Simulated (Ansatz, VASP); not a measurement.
# Sr3Ag in VASP and in Ansatz

Contents of INCAR:

```
ALGO = Normal ; EDIFF = 1E-7
ENCUT = 520 ; GGA = PE
ISIF = 2 ; ISMEAR = 1
LASPH = T ; LCHARG = T
LELF = T ; LREAL = F
LVHAR = T ; LWAVE = F
NBANDS = 28 ; NELM = 60
PREC = Accurate ; SIGMA = 0.1
```

The input KPOINTS:

```
k-points
0
Gamma
  4 4 4
```

The input POSCAR:

```
Sr3Ag
1.0
    5.3977913396      0.0000000000      0.0000000000
    0.0000000000      5.3977913396      0.0000000000
    0.0000000000      0.0000000000      5.3977913396
Sr Ag
3 1
Direct
    0.0000000000      0.5000000000      0.5000000000
    0.5000000000      0.0000000000      0.5000000000
    0.5000000000      0.5000000000      0.0000000000
    0.0000000000      0.0000000000      0.0000000000
```

Input for Ansatz:

```yaml
crystal:
  lattice:
    - [5.397791339604586, 0.0, 0.0]
    - [0.0, 5.397791339604586, 0.0]
    - [0.0, 0.0, 5.397791339604586]
  atoms:
    - { symbol: Sr, position: [0.0, 0.5, 0.5] }
    - { symbol: Sr, position: [0.5, 0.0, 0.5] }
    - { symbol: Sr, position: [0.5, 0.5, 0.0] }
    - { symbol: Ag, position: [0.0, 0.0, 0.0] }
basis:
  ecutwfc: 510.0
kpoints:
  mp_grid:
    grid: [4, 4, 4]
hamiltonian:
  xc: pbe
scf:
  occupations:
    method: cold
    width: 0.1
output:
  stress: true
```

Alike in both runs: task single point; functional PBE; k mesh 4 × 4 × 4; no spin polarisation.

```csv
,VASP,Ansatz
version,VASP 6.6.1,Ansatz 0.2.0
potentials or method,"VASP PAW PBE potentials, release 64 (Sr_sv, Ag), cutoff 520 eV","plane waves, PAW"
occupations,"methfessel-paxton of order 1, width 0.1 eV","cold, width 0.1 eV"
valence electrons in the cell,41,49
```

|  | VASP | Ansatz | Ansatz less VASP |
| --- | --- | --- | --- |
| pressure (GPa) | 0.8 | 0.8 | -0.04 |

VASP's potentials hold 41 valence electrons a cell and Ansatz's 49, so a difference there can come from the potentials and not from the codes.
